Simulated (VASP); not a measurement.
# Ni (Fm-3m) in VASP: a series of runs

Runs on Ni. Level: LDA. Tasks: single point.

Everything below comes from runs of VASP 6.6.1. Logs are shortened: lines on timing, memory, paths and dates and some standing lists are left out, and cuts for length are marked.

**1. The cell of the first run**

Symmetry: Fm-3m, No. 225, cubic system. Conventional cell: a = 3.470 Å, b = 3.470 Å, c = 3.470 Å, α = 90.00°, β = 90.00°, γ = 90.00°. Within 3.2 Å of Ni (site symmetry m-3m) lie 12 Ni at 2.45 Å.

**2. Single point, LDA, collinear spin, ferromagnetic start**

INCAR

```
PREC     = Accurate       # precision mode
ENCUT    = 600            # plane-wave cutoff, eV
EDIFF    = 1E-6           # SCF threshold, eV
ISMEAR   = 0              # smearing method
SIGMA    = 0.1            # smearing width, eV
LREAL    = F              # projectors in reciprocal space
LASPH    = T              # aspherical terms in the spheres
NELM     = 200            # most SCF steps
ALGO     = Normal         # electronic algorithm
ISIF     = 2              # what is computed and relaxed
LWAVE    = F              # write WAVECAR
LCHARG   = F              # write CHGCAR
ISPIN    = 2              # spin polarisation
MAGMOM   = 0.7            # initial moments
LORBIT   = 11             # projections on sites
LMAXMIX  = 4              # l up to which the mixer works
NBANDS   = 15             # bands
GGA_COMPAT= F
```

KPOINTS

```
regular mesh
0
Gamma
  8 8 8
```

POSCAR

```
Ni
1.0
    0.0000000000      1.7350000000      1.7350000000
    1.7350000000      0.0000000000      1.7350000000
    1.7350000000      1.7350000000      0.0000000000
Ni
1
Direct
    0.0000000000      0.0000000000      0.0000000000
```

Potentials or basis: VASP PAW LDA potentials, release 64 (Ni).

On the command line:

```bash
$ cat potpaw_LDA.64/Ni/POTCAR > POTCAR
$ mpirun -np 1 vasp_std > vasp.out
```

OUTCAR:

```text
PREC = Accurate
   ENCUT = 600
   EDIFF = 1E-6
   ISMEAR = 0
   LREAL = F
   LASPH = T
   NELM = 200
   ISIF = 2
   ISPIN = 2
   LORBIT = 11

 ion  position               nearest neighbor table
   1  0.000  0.000  0.000-

  LATTYP: Found a face centered cubic cell.
 ALAT       =     3.4700000000

  Lattice vectors:

 A1 = (   0.0000000000,   1.7350000000,   1.7350000000)
 A2 = (   1.7350000000,   0.0000000000,   1.7350000000)
 A3 = (   1.7350000000,   1.7350000000,   0.0000000000)

Analysis of symmetry for initial positions (statically):
=====================================================================
 Subroutine PRICEL returns:
 Original cell was already a primitive cell.

 Routine SETGRP: Setting up the symmetry group for a
 face centered cubic supercell.

 Subroutine GETGRP returns: Found 48 space group operations
 (whereof 48 operations were pure point group operations)
 out of a pool of 48 trial point group operations.

The static configuration has the point symmetry O_h .

Analysis of symmetry for dynamics (positions and initial velocities):
=====================================================================
 Subroutine PRICEL returns:
 Original cell was already a primitive cell.

 Routine SETGRP: Setting up the symmetry group for a
 face centered cubic supercell.

 Subroutine GETGRP returns: Found 48 space group operations
 (whereof 48 operations were pure point group operations)
 out of a pool of 48 trial point group operations.

The dynamic configuration has the point symmetry O_h .

Analysis of structural, dynamic, and magnetic symmetry:
=====================================================================
 Subroutine PRICEL returns:
 Original cell was already a primitive cell.

 Routine SETGRP: Setting up the symmetry group for a
 face centered cubic supercell.

 Subroutine GETGRP returns: Found 48 space group operations
 (whereof 48 operations were pure point group operations)
 out of a pool of 48 trial point group operations.

The overall configuration has the point symmetry O_h .

 Subroutine INISYM returns: Found 48 space group operations
 (whereof 48 operations are pure point group operations),
 and found     1 'primitive' translations

----------------------------------------------------------------------------------------

                                     Primitive cell

  volume of cell :      10.4455

  direct lattice vectors                    reciprocal lattice vectors
     0.000000000  1.735000000  1.735000000    -0.288184438  0.288184438  0.288184438
     1.735000000  0.000000000  1.735000000     0.288184438 -0.288184438  0.288184438
     1.735000000  1.735000000  0.000000000     0.288184438  0.288184438 -0.288184438

  length of vectors
     2.453660531  2.453660531  2.453660531     0.499150089  0.499150089  0.499150089

  position of ions in fractional coordinates (direct lattice)
     0.000000000  0.000000000  0.000000000

  ion indices of the primitive-cell ions
   primitive index   ion index
                 1           1

----------------------------------------------------------------------------------------

 KPOINTS: regular mesh

Automatic generation of k-mesh.
 Grid dimensions read from file:
 generate k-points for:    8    8    8

 Generating k-lattice:

  Cartesian coordinates                     Fractional coordinates (reciprocal lattice)
    -0.036023055  0.036023055  0.036023055     0.125000000  0.000000000  0.000000000
     0.036023055 -0.036023055  0.036023055     0.000000000  0.125000000  0.000000000
     0.036023055  0.036023055 -0.036023055     0.000000000  0.000000000  0.125000000

  Length of vectors
     0.062393761  0.062393761  0.062393761

  Shift w.r.t. Gamma in fractional coordinates (k-lattice)
     0.000000000  0.000000000  0.000000000

 Subroutine IBZKPT returns following result:
 ===========================================

 Found     29 irreducible k-points:

 Following reciprocal coordinates:
            Coordinates               Weight
  0.000000  0.000000  0.000000      1.000000
  0.125000  0.000000  0.000000      8.000000
  0.250000  0.000000  0.000000      8.000000
  0.375000  0.000000  0.000000      8.000000
  0.500000  0.000000  0.000000      4.000000
  0.125000  0.125000  0.000000      6.000000
[... 16 lines left out ...]
  0.500000  0.250000  0.125000     48.000000
 -0.375000  0.250000  0.125000     24.000000
 [... further k-points ...]
   k-points           NKPTS =     29   k-points in BZ     NKDIM =     29   number of bands    NBANDS=     15
   number of dos      NEDOS =    301   number of ions     NIONS =      1
   total plane-waves  NPLWV =   8000
   dimension x,y,z NGX =    20 NGY =   20 NGZ =   20
   dimension x,y,z NGXF=    40 NGYF=   40 NGZF=   40
   ions per type =               1
   NGX,Y,Z   is equivalent  to a cutoff of  13.55, 13.55, 13.55 a.u.
   NGXF,Y,Z  is equivalent  to a cutoff of  27.10, 27.10, 27.10 a.u.
 SYSTEM =  unknown system
   PREC   = accura    normal or accurate (medium, high low for compatibility)
   ISTART =      0    job   : 0-new  1-cont  2-samecut
   ICHARG =      2    charge: 1-file 2-atom 10-const
   ISPIN  =      2    spin polarized calculation?
   LNONCOLLINEAR =      F non collinear calculations
   LSORBIT =      F    spin-orbit coupling
   LASPH  =      T    aspherical Exc in radial PAW
   ENCUT  =  600.0 eV  44.10 Ry    6.64 a.u.   4.90  4.90  4.90*2*pi/ulx,y,z
   NELM   =    200;   NELMIN=  2; NELMDL= -5     # of ELM steps
   EDIFF  = 0.1E-05   stopping-criterion for ELM
   LREAL  =      F    real-space projection
   EDIFFG = 0.1E-04   stopping-criterion for IOM
   NSW    =      0    number of steps for IOM
   IBRION =     -1    ionic relax: 0-MD 1-quasi-New 2-CG
   NFREE  =      0    steps in history (QN), initial steepest desc. (CG)
   ISIF   =      2    stress and relaxation
   ISYM   =      2    0-nonsym 1-usesym 2-fastsym
   POTIM  = 0.5000    time-step for ionic-motion
   TEBEG  =    0.0;   TEEND  =   0.0 temperature during run
   PSTRESS=    0.0 pullay stress
   NELECT =      10.0000    total number of electrons
   NUPDOWN=      -1.0000    fix difference up-down
   EMIN   =  10.00;   EMAX   =-10.00  energy-range for DOS
   EFERMI =   0.00;   METHOD = LEGACY
   ISMEAR =     0;   SIGMA  =   0.10  broadening in eV -4-tet -1-fermi 0-gaus
   EFERMI_NEDOS =   21; number of points for ismear=-14 and -15
   IALGO  =     38    algorithm
   IMIX   =      4    mixing-type and parameters
     AMIX     =   0.40;   BMIX     =  1.00
     AMIX_MAG =   1.60;   BMIX_MAG =  1.00
  volume/ion in A,a.u.               =      10.45        70.49
  Fermi-wavevector in a.u.,A,eV,Ry     =   1.613487  3.049047 35.420576  2.603339
  Thomas-Fermi vector in A             =   2.708548
   LORBIT       =     11    0 simple, 1 ext, 2 COOP (PROOUT), +10 PAW based schemes
   GGA     = CA    functional components
   LHFCALC =     F    Hartree Fock is set to
   AEXX    =    0.0000 exact exchange contribution
   IVDW    =     0    specifies the selected vdW correction
   LEPSILON=     F    determine dielectric tensor
   LRPA    =     F    only Hartree local field effects (RPA)
 spin polarized calculation
 Gauss-broadening in eV      SIGMA  =   0.10
  energy-cutoff  :      600.00
  volume of cell :       10.45
 maximum number of plane-waves:       360
   NGX =  9   NGY =  9   NGZ =  9

 number of electron      10.0000000 magnetization       0.7000000

 number of electron       9.9999997 magnetization       0.6991610

 Free energy of the ion-electron system (eV)
  ---------------------------------------------------
  ext. energy  EPLUGINS =         0.00000000
  ---------------------------------------------------
  free energy    TOTEN  =        -6.56625552 eV

  energy without entropy =       -6.55746576  energy(sigma->0) =       -6.56186064

 E-fermi :   9.6027     XC(G=0): -13.8582

 val. band max:        9.5815665694   @ k =  -0.2500   0.3750   0.1250
 cond. band min:       9.6167362321   @ k =   0.3750   0.3750   0.0000
 fundamental gap:      0.0351696626
 Fermi energy:         9.6027186622

 spin component 1

 k-point     1 :       0.0000    0.0000    0.0000
  band No.  band energies     occupation
      1       0.3344      1.00000
      2       7.1009      1.00000
      3       7.1009      1.00000
      4       7.1009      1.00000
      5       8.3130      1.00000
      6       8.3130      1.00000
      7      33.7328      0.00000
      8      37.8041      0.00000
      9      37.8041      0.00000
     10      37.8041      0.00000
     11      40.8950      0.00000
     12      40.8950      0.00000
     13      40.8950      0.00000
     14      44.0038      0.00000
     15      50.4290      0.00000
[... 397 lines left out ...]
 k-point    24 :      -0.3750    0.2500    0.1250
  band No.  band energies     occupation
      1       5.4700      1.00000
      2       6.3388      1.00000
      3       7.0059      1.00000
      4       7.7541      1.00000
      5       8.9583      1.00000
      6      13.1005      0.00000
      7      15.9829      0.00000
      8      26.0274      0.00000
      9      26.9687      0.00000
     10      35.9061      0.00000
     11      40.2145      0.00000
     12      47.6404      0.00000
     13      50.2555      0.00000
     14      50.9307      0.00000
     15      52.2057      0.00000

 [... further k-points ...]

 spin component 2

 k-point     1 :       0.0000    0.0000    0.0000
  band No.  band energies     occupation
      1       0.4079      1.00000
      2       7.7950      1.00000
      3       7.7950      1.00000
      4       7.7950      1.00000
      5       8.9707      1.00000
      6       8.9707      1.00000
      7      33.7440      0.00000
      8      37.8839      0.00000
      9      37.8839      0.00000
     10      37.8839      0.00000
     11      41.1042      0.00000
     12      41.1042      0.00000
     13      41.1042      0.00000
     14      44.0013      0.00000
     15      50.6508      0.00000
[... 397 lines left out ...]
 k-point    24 :      -0.3750    0.2500    0.1250
  band No.  band energies     occupation
      1       5.9651      1.00000
      2       6.8201      1.00000
      3       7.5761      1.00000
      4       8.3993      1.00000
      5       9.7083      0.06764
      6      13.4369      0.00000
      7      16.3590      0.00000
      8      26.2099      0.00000
      9      27.1511      0.00000
     10      36.0050      0.00000
     11      40.3689      0.00000
     12      47.7256      0.00000
     13      50.3987      0.00000
     14      51.1703      0.00000
     15      52.6621      0.00000

 [... further k-points ...]
[... 5 lines left out ...]
  --------------------------------------------------------------------------------------
  -------------------------------------------------------------------------------------
  Total       -0.5841118     -0.5841118     -0.5841118      0.0000000      0.0000000      0.0000000
  in kB      -89.5938344    -89.5938344    -89.5938344      0.0000000      0.0000000      0.0000000
  external PRESSURE =     -89.5938344 kB  Pullay stress =       0.0000000 kB

 VOLUME and BASIS-vectors are now :
 -----------------------------------------------------------------------------
  energy-cutoff  :      600.00
  volume of cell :       10.45
      direct lattice vectors                 reciprocal lattice vectors
     0.000000000  1.735000000  1.735000000    -0.288184438  0.288184438  0.288184438
     1.735000000  0.000000000  1.735000000     0.288184438 -0.288184438  0.288184438
     1.735000000  1.735000000  0.000000000     0.288184438  0.288184438 -0.288184438

 POSITION                                       TOTAL-FORCE (eV/Angst)
 -----------------------------------------------------------------------------------
      0.00000      0.00000      0.00000        -0.000000      0.000000      0.000000
 -----------------------------------------------------------------------------------
    total drift:                                0.000000      0.000000      0.000000

  FREE ENERGIE OF THE ION-ELECTRON SYSTEM (eV)
  ---------------------------------------------------
  free  energy   TOTEN  =        -6.5662555198 eV

  energy  without entropy=       -6.5574657554  energy(sigma->0) =       -6.56186064

 total charge

# of ion       s       p       d       tot
------------------------------------------
    1        0.518   0.539   8.336   9.393

 magnetization (x)

# of ion       s       p       d       tot
------------------------------------------
    1       -0.000  -0.012   0.711   0.698
```

Wall time 12 s (1 thread of Intel Xeon Platinum 8259CL at 2.50GHz (Skylake/Cascade Lake), shared host); peak memory 0.12 GiB.

What came out:

```
Free energy                                           : -6.5663 eV
Pressure                                              : -9.0 GPa
Net moment                                            : 0.70 μB per cell
Site moments                                          : Ni +0.70 μB
Valence electrons inside the program's atomic spheres : Ni 9.39
```

Levels at points of the mesh, in eV from the Fermi level:
Spin up:
```tsv
k point	band 3	band 4	band 5	band 6	band 7	band 8
(0.00, 0.00, 0.00)	-2.50	-2.50	-1.29	-1.29	24.13	28.20
(0.50, 0.00, 0.00)	-2.51	-0.55	-0.55	-0.33	5.99	22.63
(0.50, 0.50, 0.00)	-0.53	-0.39	-0.39	2.48	9.63	15.15
```
Spin down:
```
           k point  band 2  band 3  band 4  band 5  band 6  band 7  band 8  band 9
(0.00, 0.00, 0.00)   -1.81   -1.81   -1.81   -0.63   -0.63   24.14   28.28   28.28
(0.50, 0.00, 0.00)   -1.87   -1.87   -0.27    0.19    0.19    6.43   22.63   25.42
(0.50, 0.50, 0.00)   -3.80    0.16    0.40    0.40    2.56    9.96   15.26   15.26
```

Caveat: the k points lie up to 0.39 Å⁻¹ apart.

(Continued in part 2 of 2.)
